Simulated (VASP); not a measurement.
# NaF (Fm-3m) in VASP: further runs, part 2 of 2

VASP 6.6.1.

## Step 3: Vibrations by perturbation theory, PBEsol

This run uses another cell than the first one, of 10.71 Å³/atom.

Contents of INCAR:

```
  PREC = Accurate
  ENCUT = 520
  EDIFF = 1E-8
  ISMEAR = 0
  SIGMA = 0.01
  LREAL = F
  LASPH = T
  NELM = 60
  ALGO = Normal
  ISIF = 2
  LWAVE = F
  LCHARG = F
  GGA = PS
  NBANDS = 14
  IBRION = 8
  NSW = 1
```

Contents of KPOINTS:

```
regular mesh
0
Gamma
  8 8 8
```

Contents of POSCAR:

```
NaF
1.0
    2.2042075388      2.2042075388      0.0000000000
   -2.2042075388      2.2042075388      0.0000000000
    0.0000000000      2.2042075388      2.2042075388
Na F
1 1
Direct
    0.0000000000      0.0000000000      0.0000000000
    0.5000000000      0.5000000000      0.0000000000
```

Potentials or basis: VASP PAW PBE potentials, release 64 (Na_pv, F).

On the command line:

```console
> cat potpaw_PBE.64/Na_pv/POTCAR potpaw_PBE.64/F/POTCAR > POTCAR
> mpirun -np 1 vasp_std > vasp.out
```

OUTCAR:

```text
PREC = Accurate
   ENCUT = 520
   EDIFF = 1E-8
   ISMEAR = 0
   LREAL = F
   LASPH = T
   NELM = 60
   ISIF = 2
   GGA = PS
   IBRION = 8
   NSW = 1

 ion  position               nearest neighbor table
   1  0.000  0.000  0.000-   2 2.20   2 2.20   2 2.20   2 2.20   2 2.20   2 2.20
   2  0.500  0.500  0.000-   1 2.20   1 2.20   1 2.20   1 2.20   1 2.20   1 2.20

  LATTYP: Found a face centered cubic cell.
 ALAT       =     4.4084150776

  Lattice vectors:

 A1 = (   0.0000000000,   2.2042075388,   2.2042075388)
[... 663 lines left out ...]
  1X    -4.384202   -0.000000    0.000000    4.384202    0.000000   -0.000000
  1Y     0.000000   -4.384202   -0.000000   -0.000000    4.384202    0.000000
  1Z     0.000000    0.000000   -4.384202   -0.000000   -0.000000    4.384202
  2X     4.350521   -0.000000    0.000000   -4.350521    0.000000   -0.000000
  2Y     0.000000    4.350521   -0.000000   -0.000000   -4.350521    0.000000
  2Z     0.000000   -0.000000    4.350521   -0.000000    0.000000   -4.350521

 Eigenvectors and eigenvalues of the dynamical matrix
 ----------------------------------------------------

   1 f  =   10.127929 THz    63.635655 2PiTHz  337.831351 cm-1    41.885730 meV
             X         Y         Z           dx          dy          dz
      0.000000  0.000000  0.000000     0.000000    0.674073   -0.000000
      0.000000  2.204208  0.000000     0.000000   -0.738665    0.000000
[... 21 lines left out ...]
   6 f/i=    0.019445 THz     0.122177 2PiTHz    0.648616 cm-1     0.080418 meV
             X         Y         Z           dx          dy          dz
      0.000000  0.000000  0.000000    -0.000000    0.000000    0.738665
      0.000000  2.204208  0.000000    -0.000000    0.000000    0.674073

--------------------------------------------------------------------------------------------------------

 ELASTIC MODULI CONTR FROM IONIC RELAXATION (kBar)
 Direction    XX          YY          ZZ          XY          YZ          ZX
 --------------------------------------------------------------------------------
 XX           0.0000      0.0000      0.0000      0.0000      0.0000      0.0000
 YY           0.0000      0.0000      0.0000      0.0000      0.0000      0.0000
 ZZ           0.0000      0.0000      0.0000      0.0000      0.0000      0.0000
 XY           0.0000      0.0000      0.0000      0.0000      0.0000      0.0000
 YZ           0.0000      0.0000      0.0000      0.0000      0.0000      0.0000
 ZX           0.0000      0.0000      0.0000      0.0000      0.0000      0.0000
 --------------------------------------------------------------------------------
```

OSZICAR:

```text
N       E                     dE             d eps       ncg     rms          rms(c)
DAV:   1     0.101441490159E+03    0.10144E+03   -0.77823E+03   834   0.130E+03
DAV:   2    -0.435813820678E+01   -0.10580E+03   -0.97953E+02   908   0.335E+02
DAV:   3    -0.940041847206E+01   -0.50423E+01   -0.50327E+01  1040   0.671E+01
[... 38 lines left out ...]
RMM:   5    -0.524736715663E+00   -0.18843E-03   -0.57809E-06  3077   0.261E-02    0.365E-03
RMM:   6    -0.524618700688E+00    0.11801E-03   -0.48807E-07  2836   0.587E-03    0.877E-04
RMM:   7    -0.524588546059E+00    0.30155E-04   -0.47305E-08  2951   0.187E-03    0.184E-04
RMM:   8    -0.524596280275E+00   -0.77342E-05   -0.56131E-09  3004   0.535E-04    0.410E-05
RMM:   9    -0.524596839763E+00   -0.55949E-06   -0.22857E-09  3226   0.159E-04    0.988E-06
RMM:  10    -0.524596849702E+00   -0.99393E-08   -0.20968E-09  3227   0.576E-05    0.445E-06
 Linear response finished
```

stdout:

```text
POSCAR found type information on POSCAR NaF
 POSCAR found :  2 types and       2 ions
 scaLAPACK will be used
 -----------------------------------------------------------------------------
|                                                                             |
|                                                                             |
|     You enforced a specific xc type in the INCAR file but a different       |
|     I HOPE YOU KNOW WHAT YOU ARE DOING!                                     |
|                                                                             |
 -----------------------------------------------------------------------------

 LDA part: xc-table for (Slater+PW92), standard interpolation
 POSCAR, INCAR and KPOINTS ok, starting setup
 FFT: planning ... GRIDC
 FFT: planning ... GRID_SOFT
 FFT: planning ... GRID
 WAVECAR not read
 entering main loop
 Linear response reoptimize wavefunctions to high precision
 Linear response DOF=           2
 Linear response progress:
 first order change of Fermi-energy   0.50062E-04
 force on displaced ion       1 direction 1 :  -4.384  -0.000  -0.000
 Linear response progress:
 first order change of Fermi-energy  -0.31952E-03
 force on displaced ion       2 direction 1 :  -4.351  -0.000   0.000
 Linear response finished
```

It took 21 s on 1 thread of Intel Xeon 6975P-C (Granite Rapids), shared host; peak memory 0.17 GiB.

What came out:

```yaml
Highest_phonon_frequency_at_Γ_LO-TO_splitting_left_out: 338 cm⁻¹
```

Phonon frequencies in cm⁻¹ (negative: imaginary):
| q point | frequencies |
| --- | --- |
| (0.000, 0.000, 0.000) | -1 -1 -1 338 338 338 |

Caveat: the cell stands under pressure or tension, which shifts response properties; the PAW data sets were made with another functional, which shifts forces and pressure a little.

## Step 4: Vibrations by perturbation theory, PBEsol

This run uses another cell than the first one, of 11.09 Å³/atom.

Contents of INCAR:

```
SYSTEM = NaF
ALGO = Normal ; EDIFF = 1E-8
ENCUT = 520 ; GGA = PS
IBRION = 8 ; ISIF = 2
ISMEAR = 0 ; LASPH = .TRUE.
LCHARG = .FALSE. ; LREAL = .FALSE.
LWAVE = .FALSE. ; NBANDS = 14
NELM = 80 ; NSW = 1
PREC = Accurate ; SIGMA = 0.01
```

Contents of KPOINTS:

```
k-points
0
G
  8 8 8
  0 0 0
```

Contents of POSCAR:

```
NaF
1.0
    2.2303419733      2.2303419733      0.0000000000
   -2.2303419733      2.2303419733      0.0000000000
    0.0000000000      2.2303419733      2.2303419733
Na F
1 1
Direct
    0.0000000000      0.0000000000      0.0000000000
    0.5000000000      0.5000000000      0.0000000000
```

Potentials or basis: VASP PAW PBE potentials, release 64 (Na_pv, F).

On the command line:

```console
> cat potpaw_PBE.64/Na_pv/POTCAR potpaw_PBE.64/F/POTCAR > POTCAR
> mpirun -np 1 vasp_std > vasp.out
```

OUTCAR:

```text
SYSTEM = NaF
   EDIFF = 1E-8
   ENCUT = 520
   GGA = PS
   IBRION = 8
   ISIF = 2
   ISMEAR = 0
   LASPH = .TRUE.
   LREAL = .FALSE.
   NELM = 80
   NSW = 1
   PREC = Accurate

 ion  position               nearest neighbor table
   1  0.000  0.000  0.000-   2 2.23   2 2.23   2 2.23   2 2.23   2 2.23   2 2.23
   2  0.500  0.500  0.000-   1 2.23   1 2.23   1 2.23   1 2.23   1 2.23   1 2.23

  LATTYP: Found a face centered cubic cell.
 ALAT       =     4.4606839466

  Lattice vectors:

 A1 = (   0.0000000000,   2.2303419733,   2.2303419733)
 A2 = (   2.2303419733,   0.0000000000,   2.2303419733)
 A3 = (   2.2303419733,   2.2303419733,   0.0000000000)

Analysis of symmetry for initial positions (statically):
=====================================================================
 Subroutine PRICEL returns:
[... 638 lines left out ...]

------------------------ aborting loop because EDIFF is reached ----------------------------------------

 INTERNAL STRAIN TENSOR  FOR ION    2  DIRECTION 1   (eV/Angst):
 -----------------------------------------------------------------------------
    -0.08532  0.00000  0.00000
     0.00000  0.01553 -0.00000
     0.00000 -0.00000  0.01553

 INTERNAL STRAIN TENSOR FOR ION    2 for displacements in x,y,z  (eV/Angst):
          X           Y           Z          XY          YZ          ZX
  --------------------------------------------------------------------------------
  x     0.00000     0.00000     0.00000     0.00000     0.00000     0.00000
  y     0.00000     0.00000     0.00000     0.00000     0.00000     0.00000
  z     0.00000     0.00000     0.00000     0.00000     0.00000     0.00000

 SECOND DERIVATIVES (NOT SYMMETRIZED)
 ------------------------------------
               1X          1Y          1Z          2X          2Y          2Z
  1X    -3.782543    0.000000   -0.000000    3.782543   -0.000000    0.000000
  1Y    -0.000000   -3.782543    0.000000    0.000000    3.782543   -0.000000
  1Z    -0.000000   -0.000000   -3.782543    0.000000    0.000000    3.782543
  2X     3.788926    0.000000   -0.000000   -3.788926   -0.000000    0.000000
  2Y    -0.000000    3.788926    0.000000    0.000000   -3.788926   -0.000000
  2Z    -0.000000    0.000000    3.788926    0.000000   -0.000000   -3.788926

 Eigenvectors and eigenvalues of the dynamical matrix
 ----------------------------------------------------

   1 f  =    9.431536 THz    59.260088 2PiTHz  314.602177 cm-1    39.005681 meV
             X         Y         Z           dx          dy          dz
      0.000000  0.000000  0.000000    -0.017414   -0.441884    0.506438
      0.000000  2.230342  0.000000     0.019173    0.486508   -0.557581
[... 21 lines left out ...]
   6 f/i=    0.003957 THz     0.024865 2PiTHz    0.132005 cm-1     0.016366 meV
             X         Y         Z           dx          dy          dz
      0.000000  0.000000  0.000000    -0.079086    0.196851   -0.709190
      0.000000  2.230342  0.000000    -0.071832    0.178795   -0.644141

--------------------------------------------------------------------------------------------------------

 ELASTIC MODULI CONTR FROM IONIC RELAXATION (kBar)
 Direction    XX          YY          ZZ          XY          YZ          ZX
 --------------------------------------------------------------------------------
 XX           0.0000      0.0000      0.0000      0.0000      0.0000      0.0000
 YY           0.0000      0.0000      0.0000      0.0000      0.0000      0.0000
 ZZ           0.0000      0.0000      0.0000      0.0000      0.0000      0.0000
 XY           0.0000      0.0000      0.0000      0.0000      0.0000      0.0000
 YZ           0.0000      0.0000      0.0000      0.0000      0.0000      0.0000
 ZX           0.0000      0.0000      0.0000      0.0000      0.0000      0.0000
 --------------------------------------------------------------------------------
```

Run time: 20 s. Hardware: 1 thread of Intel Xeon 6975P-C (Granite Rapids), shared host; peak memory 0.17 GiB.

Results:

* Highest phonon frequency at Γ, LO-TO splitting left out: 315 cm⁻¹

Phonon frequencies in cm⁻¹ (negative: imaginary):
```
              q point        frequencies
(0.000, 0.000, 0.000)  0 0 0 315 315 315
```

Caveat: the cell stands under pressure or tension, which shifts response properties; the PAW data sets were made with another functional, which shifts forces and pressure a little.
